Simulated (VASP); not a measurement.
Wanted: the native input for a VASP 6.6.1 run.

| Item | Value |
| --- | --- |
| Task | single point |
| Functional | PBE |
| Potentials or basis | VASP PAW PBE potentials, release 64 (K_sv) |
| Cutoff | 520 eV |
| k mesh | 14 × 14 × 14 |
| Occupations | fermi-dirac, width 0.1 eV |
| Spin | no spin polarisation |
| Dipole correction | no |
| Further INCAR settings | ALGO = Normal; EDIFF = 1e-07; NBANDS = 10 |

The structure of K lies in POSCAR:

```
K
1.0
   -2.5315123957      2.5315123957      2.5315123957
    2.5315123957     -2.5315123957      2.5315123957
    2.5315123957      2.5315123957     -2.5315123957
K
1
Direct
    0.0000000000      0.0000000000      0.0000000000
```

These files were run (other wordings do the same):

INCAR

```
  PREC = Accurate
  ENCUT = 520
  EDIFF = 1E-7
  ISMEAR = -1
  SIGMA = 0.1
  LREAL = F
  LASPH = T
  NELM = 100
  ALGO = Normal
  ISIF = 2
  LWAVE = F
  LCHARG = T
  GGA = PE
  LELF = T
  LVHAR = T
  NBANDS = 10
```

KPOINTS

```
regular mesh
0
Gamma
  14 14 14
```

Potentials or basis: VASP PAW PBE potentials, release 64 (K_sv).

Launch:

```console
$ cat potpaw_PBE.64/K_sv/POTCAR > POTCAR
$ mpirun -np 1 vasp_std > vasp.out
```

Results of the run:

- Pressure: 0.6 GPa
- Band gap on the k mesh: zero (an odd number of electrons rules out a gap without spin polarisation)

Wall time 31 s on 1 thread of Intel(R) Xeon(R) Platinum 8559C (Emerald Rapids), on a shared host, peak memory 0.22 GiB.
